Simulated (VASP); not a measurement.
Crystal: Bi4C.

```
CELL_PARAMETERS angstrom
-3.20292 3.20292 3.20292
3.20292 -3.20292 3.20292
3.20292 3.20292 -3.20292
ATOMIC_POSITIONS crystal
Bi 0.50000 0.50000 0.50000
Bi 0.50000 0.00000 0.00000
Bi 0.00000 0.00000 0.50000
Bi 0.00000 0.50000 0.00000
C 0.00000 0.00000 0.00000
```

The cell was generated, and may not be a known phase.

| Item | Value |
| --- | --- |
| Program | VASP 6.6.1 |
| Task | relaxation of cell and atoms |
| Functional | PBE |
| Potentials or basis | VASP PAW PBE potentials, release 64 (Bi_d, C) |
| Cutoff | 600 eV |
| k mesh | 4 × 4 × 4 |
| Occupations | gaussian, width 0.1 eV |
| Spin | no spin polarisation |

At the start: pressure 4.8 GPa; volume 26.29 Å³/atom.

Where does the relaxation end?

Over 3 steps the energy falls by 27.4 meV/atom and the volume is 28.23 Å³/atom (+7.4 %); space group Im-3m (No. 229, to 0.1 Å) before and after.

The path:
```csv
step,energy change (eV),largest force (eV/Å),pressure (GPa),volume (Å³)
1,0.0000,0.0000,4.82,131.43
2,-0.0952,0.0000,-2.15,147.04
3,-0.1368,0.0000,-0.01,141.13
```

Final structure:
```
Bi C
1.0
    -3.27985    3.27985    3.27985
     3.27985   -3.27985    3.27985
     3.27985    3.27985   -3.27985
Bi C
4 1
Direct
  0.50000 0.50000 0.50000
  0.50000 0.00000 0.00000
  0.00000 0.00000 0.50000
  0.00000 0.50000 0.00000
  0.00000 0.00000 0.00000
```
